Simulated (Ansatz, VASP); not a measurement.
**F: VASP beside Ansatz**

Contents of INCAR:

```
PREC = Accurate
ENCUT = 520
EDIFF = 1E-6
ISMEAR = -1
SIGMA = 0.1
LREAL = False
LASPH = True
NELM = 80
ALGO = Normal
ISIF = 2
LWAVE = False
LCHARG = False
GGA = CA
NBANDS = 14
```

File KPOINTS:

```
Automatic mesh
0
Gamma
  14 14 14
```

The input POSCAR:

```
F
1.0
    0.0000000000      2.0705327855      2.0705327855
    2.0705327855      0.0000000000      2.0705327855
    2.0705327855      2.0705327855      0.0000000000
F
2
Direct
   -0.1250000000     -0.1250000000     -0.1250000000
    0.1250000000      0.1250000000      0.1250000000
```

Input for Ansatz:

```yaml
crystal:
  lattice:
    - [0.0, 2.0705327855, 2.0705327855]
    - [2.0705327855, 0.0, 2.0705327855]
    - [2.0705327855, 2.0705327855, 0.0]
  atoms:
    - { symbol: F, position: [-0.125, -0.125, -0.125] }
    - { symbol: F, position: [0.125, 0.125, 0.125] }
kpoints:
  mp_grid: { grid: [14, 14, 14] }
scf:
  occupations: { method: fermi_dirac, width: 0.1 }
hamiltonian:
  xc: lda
  pseudopotentials: { kind: all_electron, lapw: { basis_error: 0.001 } }
output:
  forces: true
  stress: true
  eigenvalues: true
  populations: true
```

Change from the starting cell: volume scaled by 0.7, LAPW.

Alike in both runs: task single point; functional LDA; k mesh 14 × 14 × 14; occupations fermi-dirac, width 0.1 eV; no spin polarisation.

|  | VASP | Ansatz |
| --- | --- | --- |
| version | VASP 6.6.1 | Ansatz 0.2.0 |
| potentials or method | VASP PAW LDA potentials, release 64 (F), cutoff 520 eV | all-electron LAPW, scalar-relativistic |

VASP gave:

```
pressure (GPa) : 51.5
```

Task: What did Ansatz give for the same quantities?

Result: Pressure (GPa): 51.8.

LDA's correlation is that of Perdew and Zunger in VASP and of Perdew and Wang (1992) in Ansatz. Both programs put the cell under a high pressure, so it lies far from rest at this level. Ansatz ran all-electron here, and VASP with PAW potentials.
